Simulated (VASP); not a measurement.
The system is V.

```
CELL_PARAMETERS angstrom
-1.51300 1.51300 1.51300
1.51300 -1.51300 1.51300
1.51300 1.51300 -1.51300
ATOMIC_POSITIONS crystal
V 0.00000 0.00000 0.00000
```

- Program: VASP 6.6.1
- Task: relaxation of cell and atoms
- Functional: PBE
- Potentials or basis: VASP PAW PBE potentials, release 64 (V_sv)
- Cutoff: 600 eV
- k mesh: 20 × 20 × 20
- Occupations: gaussian, width 0.1 eV
- Spin: no spin polarisation

At the start: pressure -4.9 GPa; volume 13.85 Å³/atom.

Where does the relaxation end?

Over 6 steps the energy falls by 5.9 meV/atom and the volume is 13.47 Å³/atom (-2.8 %); space group Im-3m (No. 229, to 0.05 Å).

Step by step:
```tsv
step	energy change (eV)	largest force (eV/Å)	pressure (GPa)	volume (Å³)
1	0.0000	0.0000	-4.86	13.85
2	0.0028	0.0000	6.51	13.03
3	-0.0059	0.0000	-0.06	13.47
4	-0.0059	0.0000	0.10	13.47
5	-0.0059	0.0000	-0.13	13.48
6	-0.0059	0.0000	0.03	13.47
```

Final structure:
```yaml
crystal:
  lattice:
    - [-1.49894, 1.49894, 1.49894]
    - [1.49894, -1.49894, 1.49894]
    - [1.49894, 1.49894, -1.49894]
  atoms:
    - { symbol: V, position: [0.00000, 0.00000, 0.00000] }
```
